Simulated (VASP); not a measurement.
# CsBr (Pm-3m) in VASP: single point with r2SCAN

Aim: the single point of CsBr with r2SCAN.

Everything below comes from runs of VASP 6.6.1. Logs are shortened: lines on timing, memory, paths and dates and some standing lists are left out, and cuts for length are marked.

## Step 1: The cell of the first run

It takes space group Pm-3m (No. 221, cubic). The conventional cell has a = 4.323 Å, b = 4.323 Å, c = 4.323 Å, α = 90.00°, β = 90.00°, γ = 90.00°. Within 4.9 Å of Cs (site symmetry m-3m) lie 8 Br at 3.74 Å and 6 Cs at 4.32 Å. Within 4.9 Å of Br (site symmetry m-3m) lie 8 Cs at 3.74 Å and 6 Br at 4.32 Å.

## Step 2: Single point, r2SCAN

Contents of POSCAR:

```
CsBr
1.0
    4.3225920919      0.0000000000      0.0000000000
    0.0000000000      4.3225920919      0.0000000000
    0.0000000000      0.0000000000      4.3225920919
Cs Br
1 1
Direct
    0.0000000000      0.0000000000      0.0000000000
    0.5000000000      0.5000000000      0.5000000000
```

Contents of INCAR.step1:

```
SYSTEM = CsBr
PREC = Accurate ; ENCUT = 550
ISMEAR = 0 ; SIGMA = 0.01
LREAL = .False. ; LASPH = .True.
NELM = 120 ; NBANDS = 15
GGA = PE ; ALGO = Normal
EDIFF = 1E-5 ; LWAVE = .True.
LCHARG = .False. ; GGA_COMPAT = .False.
```

Contents of INCAR.step2:

```
SYSTEM = CsBr
PREC = Accurate ; ENCUT = 550
EDIFF = 1E-6 ; ISMEAR = 0
SIGMA = 0.01 ; LREAL = .False.
LASPH = .True. ; NELM = 120
ALGO = Normal ; ISIF = 2
LWAVE = .False. ; LCHARG = .True.
METAGGA = R2SCAN ; LMIXTAU = .True.
LELF = .True. ; LVHAR = .True.
NBANDS = 15 ; ISTART = 1
GGA_COMPAT = .False.
```

Contents of KPOINTS:

```
Automatic mesh
0
Gamma
  6 6 6
  0 0 0
```

Potentials or basis: VASP PAW PBE potentials, release 64 (Cs_sv, Br).

Launch:

```
cat potpaw_PBE.64/Cs_sv/POTCAR potpaw_PBE.64/Br/POTCAR > POTCAR
cp INCAR.step1 INCAR
mpirun -np 1 vasp_std > vasp.out
cp INCAR.step2 INCAR
mpirun -np 1 vasp_std > vasp.out
```

OUTCAR:

```text
SYSTEM = CsBr
   PREC = Accurate
   ENCUT = 550
   EDIFF = 1E-6
   ISMEAR = 0
   LREAL = .False.
   LASPH = .True.
   NELM = 120
   ISIF = 2
   METAGGA = R2SCAN
   ISTART = 1

 ion  position               nearest neighbor table
   1  0.000  0.000  0.000-
   2  0.500  0.500  0.500-

  LATTYP: Found a simple cubic cell.
 ALAT       =     4.3225920919

  Lattice vectors:

 A1 = (   4.3225920919,   0.0000000000,   0.0000000000)
 A2 = (   0.0000000000,   4.3225920919,   0.0000000000)
 A3 = (   0.0000000000,   0.0000000000,   4.3225920919)

Analysis of symmetry for initial positions (statically):
=====================================================================
 Subroutine PRICEL returns:
 Original cell was already a primitive cell.

 Routine SETGRP: Setting up the symmetry group for a
 simple cubic supercell.

 Subroutine GETGRP returns: Found 48 space group operations
[... 9 lines left out ...]

 Routine SETGRP: Setting up the symmetry group for a
 simple cubic supercell.

 Subroutine GETGRP returns: Found 48 space group operations
[... 11 lines left out ...]
                                     Primitive cell

  volume of cell :      80.7668

  direct lattice vectors                    reciprocal lattice vectors
     4.322592092  0.000000000  0.000000000     0.231342671  0.000000000  0.000000000
     0.000000000  4.322592092  0.000000000     0.000000000  0.231342671  0.000000000
     0.000000000  0.000000000  4.322592092     0.000000000  0.000000000  0.231342671

  length of vectors
     4.322592092  4.322592092  4.322592092     0.231342671  0.231342671  0.231342671

  position of ions in fractional coordinates (direct lattice)
     0.000000000  0.000000000  0.000000000
     0.500000000  0.500000000  0.500000000

  ion indices of the primitive-cell ions
   primitive index   ion index
                 1           1
                 2           2

----------------------------------------------------------------------------------------

 KPOINTS: Automatic mesh

Automatic generation of k-mesh.
 Grid dimensions read from file:
 generate k-points for:    6    6    6

 Generating k-lattice:

  Cartesian coordinates                     Fractional coordinates (reciprocal lattice)
     0.038557112  0.000000000  0.000000000     0.166666667  0.000000000  0.000000000
     0.000000000  0.038557112  0.000000000     0.000000000  0.166666667  0.000000000
     0.000000000  0.000000000  0.038557112     0.000000000  0.000000000  0.166666667

  Length of vectors
     0.038557112  0.038557112  0.038557112

  Shift w.r.t. Gamma in fractional coordinates (k-lattice)
     0.000000000  0.000000000  0.000000000

 Subroutine IBZKPT returns following result:
 ===========================================

 Found     20 irreducible k-points:

 Following reciprocal coordinates:
            Coordinates               Weight
  0.000000  0.000000  0.000000      1.000000
  0.166667  0.000000  0.000000      6.000000
  0.333333  0.000000  0.000000      6.000000
  0.500000  0.000000  0.000000      3.000000
  0.166667  0.166667  0.000000     12.000000
  0.333333  0.166667  0.000000     24.000000
[... 12 lines left out ...]
  0.500000  0.500000  0.333333      6.000000
  0.500000  0.500000  0.500000      1.000000
   k-points           NKPTS =     20   k-points in BZ     NKDIM =     20   number of bands    NBANDS=     15
   number of dos      NEDOS =    301   number of ions     NIONS =      2
   total plane-waves  NPLWV =  46656
   dimension x,y,z NGX =    36 NGY =   36 NGZ =   36
   dimension x,y,z NGXF=    72 NGYF=   72 NGZF=   72
   ions per type =               1   1
   NGX,Y,Z   is equivalent  to a cutoff of  13.85, 13.85, 13.85 a.u.
   NGXF,Y,Z  is equivalent  to a cutoff of  27.69, 27.69, 27.69 a.u.
 SYSTEM =  CsBr
   PREC   = accura    normal or accurate (medium, high low for compatibility)
   ISTART =      1    job   : 0-new  1-cont  2-samecut
   ICHARG =      0    charge: 1-file 2-atom 10-const
   ISPIN  =      1    spin polarized calculation?
   LNONCOLLINEAR =      F non collinear calculations
   LSORBIT =      F    spin-orbit coupling
   LASPH  =      T    aspherical Exc in radial PAW
   ENCUT  =  550.0 eV  40.42 Ry    6.36 a.u.   8.27  8.27  8.27*2*pi/ulx,y,z
   NELM   =    120;   NELMIN=  2; NELMDL=  0     # of ELM steps
   EDIFF  = 0.1E-05   stopping-criterion for ELM
   LREAL  =      F    real-space projection
   EDIFFG = 0.1E-04   stopping-criterion for IOM
   NSW    =      0    number of steps for IOM
   IBRION =     -1    ionic relax: 0-MD 1-quasi-New 2-CG
   NFREE  =      0    steps in history (QN), initial steepest desc. (CG)
   ISIF   =      2    stress and relaxation
   ISYM   =      2    0-nonsym 1-usesym 2-fastsym
   POTIM  = 0.5000    time-step for ionic-motion
   TEBEG  =    0.0;   TEEND  =   0.0 temperature during run
   PSTRESS=    0.0 pullay stress
   NELECT =      16.0000    total number of electrons
   NUPDOWN=      -1.0000    fix difference up-down
   EMIN   =  10.00;   EMAX   =-10.00  energy-range for DOS
   EFERMI =   0.00;   METHOD = LEGACY
   ISMEAR =     0;   SIGMA  =   0.01  broadening in eV -4-tet -1-fermi 0-gaus
   EFERMI_NEDOS =   21; number of points for ismear=-14 and -15
   IALGO  =     38    algorithm
   IMIX   =      4    mixing-type and parameters
     AMIX     =   0.40;   BMIX     =  1.00
     AMIX_MAG =   1.60;   BMIX_MAG =  1.00
  volume/ion in A,a.u.               =      40.38       272.52
  Fermi-wavevector in a.u.,A,eV,Ry     =   0.954342  1.803444 12.391752  0.910768
  Thomas-Fermi vector in A             =   2.083080
   LORBIT       =      0    0 simple, 1 ext, 2 COOP (PROOUT), +10 PAW based schemes
   METAGGA = R2SCAN    functional components
   LHFCALC =     F    Hartree Fock is set to
   AEXX    =    0.0000 exact exchange contribution
   IVDW    =     0    specifies the selected vdW correction
   LEPSILON=     F    determine dielectric tensor
   LRPA    =     F    only Hartree local field effects (RPA)
 non-spin polarized calculation
 Gauss-broadening in eV      SIGMA  =   0.01
  energy-cutoff  :      550.00
  volume of cell :       80.77
 maximum number of plane-waves:      2392
 NGX is ok and might be reduce to    36
   NGX = 17   NGY = 17   NGZ = 17

 number of electron      16.0000003 magnetization

 Free energy of the ion-electron system (eV)
  ---------------------------------------------------
  ext. energy  EPLUGINS =         0.00000000
  ---------------------------------------------------
  free energy    TOTEN  =       -42.32546868 eV

  energy without entropy =      -42.32546868  energy(sigma->0) =      -42.32546868

 E-fermi :  -0.6806     XC(G=0):  -8.3427

 val. band max:       -0.7841303776   @ k =   0.5000   0.5000   0.0000
 cond. band min:       4.3922993354   @ k =   0.0000   0.0000   0.0000
 fundamental gap:      5.1764297130
 Fermi energy:        -0.6806032420

 k-point     1 :       0.0000    0.0000    0.0000
  band No.  band energies     occupation
      1     -21.1272      2.00000
      2     -13.5535      2.00000
      3      -7.3549      2.00000
      4      -7.3549      2.00000
      5      -7.3549      2.00000
      6      -0.7898      2.00000
      7      -0.7898      2.00000
      8      -0.7898      2.00000
      9       4.3923      0.00000
     10       4.6404      0.00000
     11       4.6404      0.00000
     12       8.9587      0.00000
     13       8.9587      0.00000
     14       8.9587      0.00000
     15      11.8770      0.00000

 k-point     2 :       0.1667    0.0000    0.0000
  band No.  band energies     occupation
      1     -21.1145      2.00000
      2     -13.5563      2.00000
      3      -7.4532      2.00000
      4      -7.3309      2.00000
      5      -7.3309      2.00000
      6      -1.1664      2.00000
      7      -0.8354      2.00000
      8      -0.8354      2.00000
      9       4.8186      0.00000
     10       5.0210      0.00000
     11       5.2428      0.00000
     12       8.8085      0.00000
     13       8.8085      0.00000
     14       9.0997      0.00000
     15      10.5388      0.00000

 k-point     3 :       0.3333    0.0000    0.0000
  band No.  band energies     occupation
      1     -21.0889      2.00000
      2     -13.5633      2.00000
      3      -7.6326      2.00000
      4      -7.2820      2.00000
      5      -7.2820      2.00000
      6      -1.7770      2.00000
      7      -0.9296      2.00000
      8      -0.9296      2.00000
      9       5.2878      0.00000
     10       6.3126      0.00000
     11       6.6496      0.00000
     12       8.6756      0.00000
     13       8.6756      0.00000
     14       8.9142      0.00000
     15       9.4441      0.00000

 k-point     4 :       0.5000    0.0000    0.0000
  band No.  band energies     occupation
      1     -21.0760      2.00000
      2     -13.5676      2.00000
      3      -7.7146      2.00000
      4      -7.2569      2.00000
      5      -7.2569      2.00000
      6      -2.0381      2.00000
      7      -0.9781      2.00000
      8      -0.9781      2.00000
      9       5.6441      0.00000
     10       7.0558      0.00000
     11       7.5708      0.00000
     12       8.1531      0.00000
     13       8.6950      0.00000
     14       8.6950      0.00000
     15       9.6681      0.00000
[... 235 lines left out ...]
 k-point    18 :       0.5000    0.3333    0.3333
  band No.  band energies     occupation
      1     -21.0121      2.00000
      2     -13.4190      2.00000
      3      -7.8002      2.00000
      4      -7.6733      2.00000
      5      -7.6243      2.00000
      6      -1.7009      2.00000
      7      -1.7001      2.00000
      8      -1.4377      2.00000
      9       6.7959      0.00000
     10       7.0140      0.00000
     11       7.6603      0.00000
     12       7.9413      0.00000
     13       8.6458      0.00000
     14       9.4774      0.00000
     15      11.2813      0.00000

 k-point    19 :       0.5000    0.5000    0.3333
  band No.  band energies     occupation
      1     -21.0016      2.00000
      2     -13.3972      2.00000
      3      -7.7820      2.00000
      4      -7.7820      2.00000
      5      -7.6105      2.00000
      6      -1.7714      2.00000
      7      -1.7714      2.00000
      8      -1.6688      2.00000
      9       7.3539      0.00000
     10       7.4571      0.00000
     11       7.6324      0.00000
     12       7.6324      0.00000
     13       9.6698      0.00000
     14       9.6698      0.00000
     15      10.9895      0.00000

 k-point    20 :       0.5000    0.5000    0.5000
  band No.  band energies     occupation
      1     -20.9912      2.00000
      2     -13.3780      2.00000
      3      -7.7376      2.00000
      4      -7.7376      2.00000
      5      -7.7376      2.00000
      6      -1.9060      2.00000
      7      -1.9060      2.00000
      8      -1.9060      2.00000
      9       8.0982      0.00000
     10       8.0982      0.00000
     11       8.0982      0.00000
     12       8.9828      0.00000
     13       8.9828      0.00000
     14       8.9828      0.00000
     15      11.0388      0.00000

------------------------ aborting loop because EDIFF is reached ----------------------------------------

  FORCE on cell =-STRESS in cart. coord.  units (eV):
  Direction    XX          YY          ZZ          XY          YZ          ZX
  --------------------------------------------------------------------------------------
  -------------------------------------------------------------------------------------
  Total        0.0298739      0.0298739      0.0298739     -0.0000000     -0.0000000     -0.0000000
  in kB        0.5926112      0.5926112      0.5926112     -0.0000000     -0.0000000     -0.0000000
  external PRESSURE =       0.5926112 kB  Pullay stress =       0.0000000 kB

 VOLUME and BASIS-vectors are now :
 -----------------------------------------------------------------------------
  energy-cutoff  :      550.00
  volume of cell :       80.77
      direct lattice vectors                 reciprocal lattice vectors
     4.322592092  0.000000000  0.000000000     0.231342671  0.000000000  0.000000000
     0.000000000  4.322592092  0.000000000     0.000000000  0.231342671  0.000000000
     0.000000000  0.000000000  4.322592092     0.000000000  0.000000000  0.231342671

 POSITION                                       TOTAL-FORCE (eV/Angst)
 -----------------------------------------------------------------------------------
      0.00000      0.00000      0.00000         0.000000      0.000000      0.000000
      2.16130      2.16130      2.16130         0.000000      0.000000      0.000000
 -----------------------------------------------------------------------------------
    total drift:                                0.000000      0.000000      0.000000

  FREE ENERGIE OF THE ION-ELECTRON SYSTEM (eV)
  ---------------------------------------------------
  free  energy   TOTEN  =       -42.3254686840 eV

  energy  without entropy=      -42.3254686840  energy(sigma->0) =      -42.32546868
```

Wall time 39 s (1 thread of Intel Xeon 6975P-C (Granite Rapids), shared host); peak memory 0.22 GiB.

What came out:

| Item | Value |
| --- | --- |
| Free energy | -42.3255 eV |
| Pressure | 0.1 GPa |
| Band gap on the k mesh | 5.18 eV, indirect (least direct gap 5.18 eV) |

Levels at points of the mesh, in eV from the valence-band top:
```
           k point  band 4  band 5  band 6  band 7  band 8  band 9  band 10  band 11  band 12  band 13
(0.00, 0.00, 0.00)   -6.57   -6.57   -0.01   -0.01   -0.01    5.18     5.42     5.42     9.74     9.74
(0.50, 0.00, 0.00)   -6.47   -6.47   -1.25   -0.19   -0.19    6.43     7.84     8.35     8.94     9.48
(0.50, 0.50, 0.00)   -7.12   -6.41   -0.58   -0.58    0.00    5.83     6.11     7.85     7.85    11.63
(0.50, 0.50, 0.50)   -6.95   -6.95   -1.12   -1.12   -1.12    8.88     8.88     8.88     9.77     9.77
```

Caveat: the PAW data sets were made with another functional, which shifts forces and pressure a little; spin-orbit coupling is left out, which moves the levels of the heavy elements. r2SCAN opens gaps a little over a GGA but as a rule still falls short of measured ones.
